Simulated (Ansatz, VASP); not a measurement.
## MgO: VASP beside Ansatz

```
Mg O
1.0
     0.00000    2.16274    2.16274
     2.16274    0.00000    2.16274
     2.16274    2.16274    0.00000
Mg O
1 1
Direct
  0.01331 0.01331 0.98669
  0.47979 0.47979 0.52021
```

Change from the starting cell: mode 6 frozen in at -0.086 Å, equal normal strain along x, y and z +0.0167.

Alike in both runs: task single point; functional PBE; k mesh 10 × 10 × 10; occupations gaussian, width 0.05 eV; no spin polarisation.

|  | VASP | Ansatz |
| --- | --- | --- |
| version | VASP 6.6.1 | Ansatz 0.2.0 |
| potentials or method | VASP PAW PBE potentials, release 64 (Mg, O), cutoff 600 eV | scalar-relativistic, plane waves, PAW |
| valence electrons in the cell | 8 | 16 |

Ansatz gave:

| Quantity | Value |
| --- | --- |
| gap on the k mesh at the Fermi level (eV) | 4.01 |
| least direct gap on the mesh (eV) | 4.01 |
| pressure (GPa) | -5.1 |
| traceless stress, the component that is largest in VASP (GPa) | 3.69 |
| rms of the force components (eV/Å) | 0.357 |

Q: Which values does VASP return?

A: gap on the k mesh at the Fermi level (eV): 3.99; least direct gap on the mesh (eV): 3.99; pressure (GPa): -6.0; traceless stress, the component that is largest in VASP (GPa): 3.73; rms of the force components (eV/Å): 0.360.

Atom by atom the forces differ by 0.003 eV/Å (rms over components). VASP's potentials hold 8 valence electrons a cell and Ansatz's 16, so a difference there can come from the potentials and not from the codes.
